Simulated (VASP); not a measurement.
As, 2 atoms in the cell. The cell holds a slab with vacuum, 2 atoms: a = 3.689 Å, b = 3.689 Å, c = 28.000 Å, α = 90.00°, β = 90.00°, γ = 120.00°. 

```yaml
Program: VASP 6.6.1
Task: single point
Functional: LDA
Potentials_or_basis: VASP PAW LDA potentials, release 64 (As)
Cutoff: 520 eV
k_mesh: 9 × 9 × 1
Occupations: gaussian, width 0.02 eV
Spin: no spin polarisation
Dipole_correction: yes
Further_INCAR_settings: ALGO = Normal; EDIFF = 1e-07; NBANDS = 12
```

Potentials or basis: VASP PAW LDA potentials, release 64 (As).

Command:

```sh
$ cat potpaw_LDA.64/As/POTCAR > POTCAR
$ mpirun -np 1 vasp_std > vasp.out
```

Hardware: 1 thread of Intel(R) Xeon(R) Platinum 8375C CPU @ 2.90GHz (Ice Lake), with other jobs on the host.

How long does it take, and how much memory?

Run time: 110 s on 1 thread of Intel(R) Xeon(R) Platinum 8375C CPU @ 2.90GHz (Ice Lake), with other jobs on the host, peak memory 0.3 GiB. Counts: scf iterations 23, k points 12.
